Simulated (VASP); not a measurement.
# F (Im-3m) in VASP: further runs

The runs below take F through single point, relaxation of cell and atoms, with LDA.

All numbers are computed with VASP 6.6.1; they aren't measurements. Logs are shortened: lines on timing, memory, paths and dates and some standing lists are left out, and cuts for length are marked.

**1. The cell of the first run**

Symmetry: Im-3m, No. 229, cubic system. Conventional cell: a = 2.372 Å, b = 2.372 Å, c = 2.372 Å, α = 90.00°, β = 90.00°, γ = 90.00°. F (site symmetry m-3m) has 14 F at 2.05 to 2.37 Å within 2.7 Å.

**2. Single point, LDA**

INCAR

```
SYSTEM = F
PREC = Accurate
ENCUT = 600
EDIFF = 1E-6
ISMEAR = -1
SIGMA = 0.05
LREAL = .False.
LASPH = .True.
NELM = 120
ALGO = Normal
ISIF = 2
LWAVE = .False.
LCHARG = .False.
GGA = CA
NBANDS = 10
GGA_COMPAT = .False.
```

KPOINTS

```
regular mesh
0
Gamma
  20 20 20
  0 0 0
```

POSCAR

```
F
1.0
   -1.1861181038      1.1861181038      1.1861181038
    1.1861181038     -1.1861181038      1.1861181038
    1.1861181038      1.1861181038     -1.1861181038
F
1
Direct
    0.0000000000      0.0000000000      0.0000000000
```

Potentials or basis: VASP PAW LDA potentials, release 64 (F).

Launch:

```
$ cat potpaw_LDA.64/F/POTCAR > POTCAR
$ mpirun -np 1 vasp_std > vasp.out
```

OUTCAR:

```text
SYSTEM = F
   PREC = Accurate
   ENCUT = 600
   EDIFF = 1E-6
   ISMEAR = -1
   LREAL = .False.
   LASPH = .True.
   NELM = 120
   ISIF = 2
   GGA = CA

 ion  position               nearest neighbor table
   1  0.000  0.000  0.000-

  LATTYP: Found a body centered cubic cell.
 ALAT       =     2.3722362076

  Lattice vectors:

 A1 = (  -1.1861181038,   1.1861181038,   1.1861181038)
 A2 = (   1.1861181038,  -1.1861181038,   1.1861181038)
 A3 = (   1.1861181038,   1.1861181038,  -1.1861181038)

Analysis of symmetry for initial positions (statically):
=====================================================================
 Subroutine PRICEL returns:
 Original cell was already a primitive cell.

 Routine SETGRP: Setting up the symmetry group for a
 body centered cubic supercell.

 Subroutine GETGRP returns: Found 48 space group operations
 (whereof 48 operations were pure point group operations)
 out of a pool of 48 trial point group operations.

The static configuration has the point symmetry O_h .

Analysis of symmetry for dynamics (positions and initial velocities):
=====================================================================
 Subroutine PRICEL returns:
 Original cell was already a primitive cell.

 Routine SETGRP: Setting up the symmetry group for a
 body centered cubic supercell.

 Subroutine GETGRP returns: Found 48 space group operations
 (whereof 48 operations were pure point group operations)
 out of a pool of 48 trial point group operations.

The dynamic configuration has the point symmetry O_h .

 Subroutine INISYM returns: Found 48 space group operations
 (whereof 48 operations are pure point group operations),
 and found     1 'primitive' translations

----------------------------------------------------------------------------------------

                                     Primitive cell

  volume of cell :       6.6749

  direct lattice vectors                    reciprocal lattice vectors
    -1.186118104  1.186118104  1.186118104     0.000000000  0.421543182  0.421543182
     1.186118104 -1.186118104  1.186118104     0.421543182  0.000000000  0.421543182
     1.186118104  1.186118104 -1.186118104     0.421543182  0.421543182  0.000000000

  length of vectors
     2.054416820  2.054416820  2.054416820     0.596152085  0.596152085  0.596152085

  position of ions in fractional coordinates (direct lattice)
     0.000000000  0.000000000  0.000000000

  ion indices of the primitive-cell ions
   primitive index   ion index
                 1           1

----------------------------------------------------------------------------------------

 KPOINTS: regular mesh

Automatic generation of k-mesh.
 Grid dimensions read from file:
 generate k-points for:   20   20   20

 Generating k-lattice:

  Cartesian coordinates                     Fractional coordinates (reciprocal lattice)
     0.000000000  0.021077159  0.021077159     0.050000000  0.000000000  0.000000000
     0.021077159  0.000000000  0.021077159     0.000000000  0.050000000  0.000000000
     0.021077159  0.021077159  0.000000000     0.000000000  0.000000000  0.050000000

  Length of vectors
     0.029807604  0.029807604  0.029807604

  Shift w.r.t. Gamma in fractional coordinates (k-lattice)
     0.000000000  0.000000000  0.000000000

 Subroutine IBZKPT returns following result:
 ===========================================

 Found    256 irreducible k-points:

 Following reciprocal coordinates:
            Coordinates               Weight
  0.000000  0.000000  0.000000      1.000000
  0.050000  0.000000  0.000000     12.000000
  0.100000  0.000000  0.000000     12.000000
  0.150000  0.000000  0.000000     12.000000
  0.200000  0.000000  0.000000     12.000000
  0.250000  0.000000  0.000000     12.000000
[... 16 lines left out ...]
  0.200000  0.100000 -0.000000     48.000000
  0.250000  0.100000 -0.000000     48.000000
 [... further k-points ...]
   k-points           NKPTS =    256   k-points in BZ     NKDIM =    256   number of bands    NBANDS=     10
   number of dos      NEDOS =    301   number of ions     NIONS =      1
   total plane-waves  NPLWV =   4096
   dimension x,y,z NGX =    16 NGY =   16 NGZ =   16
   dimension x,y,z NGXF=    32 NGYF=   32 NGZF=   32
   ions per type =               1
   NGX,Y,Z   is equivalent  to a cutoff of  12.95, 12.95, 12.95 a.u.
   NGXF,Y,Z  is equivalent  to a cutoff of  25.89, 25.89, 25.89 a.u.
 SYSTEM =  F
   PREC   = accura    normal or accurate (medium, high low for compatibility)
   ISTART =      0    job   : 0-new  1-cont  2-samecut
   ICHARG =      2    charge: 1-file 2-atom 10-const
   ISPIN  =      1    spin polarized calculation?
   LNONCOLLINEAR =      F non collinear calculations
   LSORBIT =      F    spin-orbit coupling
   LASPH  =      T    aspherical Exc in radial PAW
   ENCUT  =  600.0 eV  44.10 Ry    6.64 a.u.   4.10  4.10  4.10*2*pi/ulx,y,z
   NELM   =    120;   NELMIN=  2; NELMDL= -5     # of ELM steps
   EDIFF  = 0.1E-05   stopping-criterion for ELM
   LREAL  =      F    real-space projection
[... 7 lines left out ...]
   TEBEG  =    0.0;   TEEND  =   0.0 temperature during run
   PSTRESS=    0.0 pullay stress
   NELECT =       7.0000    total number of electrons
   NUPDOWN=      -1.0000    fix difference up-down
   EMIN   =  10.00;   EMAX   =-10.00  energy-range for DOS
   EFERMI =   0.00;   METHOD = LEGACY
   ISMEAR =    -1;   SIGMA  =   0.05  broadening in eV -4-tet -1-fermi 0-gaus
   EFERMI_NEDOS =   21; number of points for ismear=-14 and -15
   IALGO  =     38    algorithm
   IMIX   =      4    mixing-type and parameters
     AMIX     =   0.40;   BMIX     =  1.00
     AMIX_MAG =   1.60;   BMIX_MAG =  1.00
  volume/ion in A,a.u.               =       6.67        45.04
  Fermi-wavevector in a.u.,A,eV,Ry     =   1.663258  3.143102 37.639520  2.766427
  Thomas-Fermi vector in A             =   2.750006
   LORBIT       =      0    0 simple, 1 ext, 2 COOP (PROOUT), +10 PAW based schemes
   GGA     = CA    functional components
   LHFCALC =     F    Hartree Fock is set to
   AEXX    =    0.0000 exact exchange contribution
   IVDW    =     0    specifies the selected vdW correction
   LEPSILON=     F    determine dielectric tensor
   LRPA    =     F    only Hartree local field effects (RPA)
 non-spin polarized calculation
  energy-cutoff  :      600.00
  volume of cell :        6.67
 maximum number of plane-waves:       236
   NGX =  9   NGY =  9   NGZ =  9

 number of electron       6.9999990 magnetization

 Free energy of the ion-electron system (eV)
  ---------------------------------------------------
  ext. energy  EPLUGINS =         0.00000000
  ---------------------------------------------------
  free energy    TOTEN  =        -1.15641847 eV

  energy without entropy =       -1.14200257  energy(sigma->0) =       -1.14921052

 E-fermi :   1.0441     XC(G=0): -13.5343

 val. band max:        1.0372968759   @ k =   0.3500   0.2000   0.0000
 cond. band min:       1.0481012581   @ k =  -0.2500   0.3000   0.1000
 fundamental gap:      0.0108043822
 Fermi energy:         1.0440780714

 k-point     1 :       0.0000    0.0000    0.0000
  band No.  band energies     occupation
      1     -24.0601      2.00000
      2       1.9138      0.00000
      3       1.9138      0.00000
      4       1.9138      0.00000
      5      19.3422      0.00000
      6      42.7374      0.00000
      7      42.7374      0.00000
      8      42.7374      0.00000
      9      46.6915      0.00000
     10      46.6915      0.00000

 k-point     2 :       0.0500    0.0000    0.0000
  band No.  band energies     occupation
      1     -23.9832      2.00000
      2       1.7062      0.00000
      3       1.8617      0.00000
      4       1.9065      0.00000
      5      19.5164      0.00000
      6      41.7283      0.00000
      7      41.9136      0.00000
      8      42.9665      0.00000
      9      45.3103      0.00000
     10      45.8862      0.00000

 k-point     3 :       0.1000    0.0000    0.0000
  band No.  band energies     occupation
      1     -23.7552      2.00000
      2       1.1137      0.39777
      3       1.7120      0.00000
      4       1.8851      0.00000
      5      20.0034      0.00000
      6      39.0268      0.00000
      7      40.2664      0.00000
      8      43.6410      0.00000
      9      44.7223      0.00000
     10      45.1283      0.00000

 k-point     4 :       0.1500    0.0000    0.0000
  band No.  band energies     occupation
      1     -23.3848      2.00000
      2       0.2138      2.00000
      3       1.4837      0.00030
      4       1.8513      0.00000
      5      20.7139      0.00000
      6      36.1494      0.00000
      7      38.5372      0.00000
      8      43.7766      0.00000
      9      44.7253      0.00000
     10      45.6812      0.00000

 k-point     5 :       0.2000    0.0000    0.0000
  band No.  band energies     occupation
      1     -22.8875      2.00000
      2      -0.8973      2.00000
      3       1.2041      0.07828
      4       1.8078      0.00000
      5      21.5302      0.00000
      6      33.6021      0.00000
      7      36.9475      0.00000
      8      43.1191      0.00000
      9      46.1615      0.00000
     10      46.5530      0.00000

 k-point     6 :       0.2500    0.0000    0.0000
  band No.  band energies     occupation
      1     -22.2887      2.00000
      2      -2.1235      2.00000
      3       0.9038      1.88593
      4       1.7585      0.00000
      5      22.3191      0.00000
      6      31.5234      0.00000
      7      35.5664      0.00000
      8      42.7469      0.00000
      9      47.6071      0.00000
     10      47.8670      0.00000

 k-point     7 :       0.3000    0.0000    0.0000
  band No.  band energies     occupation
      1     -21.6267      2.00000
      2      -3.3695      2.00000
      3       0.6131      1.99964
      4       1.7080      0.00000
      5      22.9358      0.00000
      6      30.0042      0.00000
      7      34.4207      0.00000
      8      42.6303      0.00000
      9      48.7172      0.00000
     10      49.7326      0.00000

 k-point     8 :       0.3500    0.0000    0.0000
  band No.  band energies     occupation
      1     -20.9583      2.00000
      2      -4.5350      2.00000
      3       0.3583      2.00000
      4       1.6614      0.00001
      5      23.2521      0.00000
      6      29.1006      0.00000
      7      33.5224      0.00000
      8      42.7125      0.00000
      9      49.7290      0.00000
     10      51.6041      0.00000

 k-point     9 :       0.4000    0.0000    0.0000
  band No.  band energies     occupation
      1     -20.3639      2.00000
      2      -5.5077      2.00000
      3       0.1608      2.00000
      4       1.6237      0.00002
      5      23.2703      0.00000
      6      28.7366      0.00000
      7      32.8777      0.00000
      8      42.9076      0.00000
      9      50.4899      0.00000
     10      53.2696      0.00000
[... 118 lines left out ...]
 k-point    19 :       0.4000    0.0500    0.0000
  band No.  band energies     occupation
      1     -20.0943      2.00000
      2      -5.8331      2.00000
      3      -0.0023      2.00000
      4       1.5291      0.00012
      5      23.3695      0.00000
      6      28.6333      0.00000
      7      32.4701      0.00000
      8      43.1681      0.00000
      9      51.1434      0.00000
     10      53.8852      0.00000

 k-point    20 :       0.4500    0.0500   -0.0000
  band No.  band energies     occupation
      1     -19.8007      2.00000
      2      -6.2801      2.00000
      3      -0.0921      2.00000
      4       1.5111      0.00018
      5      23.2744      0.00000
      6      28.6276      0.00000
      7      32.2270      0.00000
      8      43.3021      0.00000
      9      51.4180      0.00000
     10      54.7356      0.00000

 k-point    21 :       0.1000    0.1000    0.0000
  band No.  band energies     occupation
      1     -23.1682      2.00000
      2      -0.2256      2.00000
      3       1.4258      0.00097
      4       1.6945      0.00000
      5      21.1103      0.00000
      6      35.3379      0.00000
      7      36.9529      0.00000
      8      43.4879      0.00000
      9      45.2901      0.00000
     10      47.4498      0.00000

 k-point    22 :       0.1500    0.1000    0.0000
  band No.  band energies     occupation
      1     -22.6816      2.00000
      2      -1.2029      2.00000
      3       1.1100      0.42185
      4       1.6099      0.00002
      5      21.8962      0.00000
      6      33.1718      0.00000
      7      35.5106      0.00000
      8      43.3611      0.00000
      9      46.5889      0.00000
     10      48.3096      0.00000

 k-point    23 :       0.2000    0.1000   -0.0000
  band No.  band energies     occupation
      1     -22.0969      2.00000
      2      -2.2884      2.00000
      3       0.7374      1.99567
      4       1.5380      0.00010
      5      22.6891      0.00000
      6      31.2548      0.00000
      7      34.3545      0.00000
      8      43.2911      0.00000
      9      48.1133      0.00000
     10      49.2417      0.00000

 k-point    24 :       0.2500    0.1000   -0.0000
  band No.  band energies     occupation
      1     -21.4530      2.00000
      2      -3.4040      2.00000
      3       0.3671      2.00000
      4       1.4710      0.00039
      5      23.3529      0.00000
      6      29.7906      0.00000
      7      33.4214      0.00000
      8      43.3001      0.00000
      9      49.7836      0.00000
     10      50.2680      0.00000

 [... further k-points ...]
[... 5 lines left out ...]
  --------------------------------------------------------------------------------------
  -------------------------------------------------------------------------------------
  Total        1.7683419      1.7683419      1.7683419     -0.0000000     -0.0000000      0.0000000
  in kB      424.4563376    424.4563376    424.4563376     -0.0000000     -0.0000000      0.0000000
  external PRESSURE =     424.4563376 kB  Pullay stress =       0.0000000 kB

 VOLUME and BASIS-vectors are now :
 -----------------------------------------------------------------------------
  energy-cutoff  :      600.00
  volume of cell :        6.67
      direct lattice vectors                 reciprocal lattice vectors
    -1.186118104  1.186118104  1.186118104     0.000000000  0.421543182  0.421543182
     1.186118104 -1.186118104  1.186118104     0.421543182  0.000000000  0.421543182
     1.186118104  1.186118104 -1.186118104     0.421543182  0.421543182  0.000000000

 POSITION                                       TOTAL-FORCE (eV/Angst)
 -----------------------------------------------------------------------------------
      0.00000      0.00000      0.00000        -0.000000     -0.000000      0.000000
 -----------------------------------------------------------------------------------
    total drift:                                0.000000      0.000000     -0.000000

  FREE ENERGIE OF THE ION-ELECTRON SYSTEM (eV)
  ---------------------------------------------------
  free  energy   TOTEN  =        -1.1564184674 eV

  energy  without entropy=       -1.1420025702  energy(sigma->0) =       -1.14921052
```

Wall time 12 s (1 thread of Intel Xeon 8259CL, shared host); peak memory 0.12 GiB.

What came out:

```yaml
Free_energy: -1.1564 eV
Pressure: 42.4 GPa
```

Caveat: an odd number of electrons without spin polarisation forces a metal; a magnetic or distorted state may lie lower.

(Part 1 of 2 ends here.)
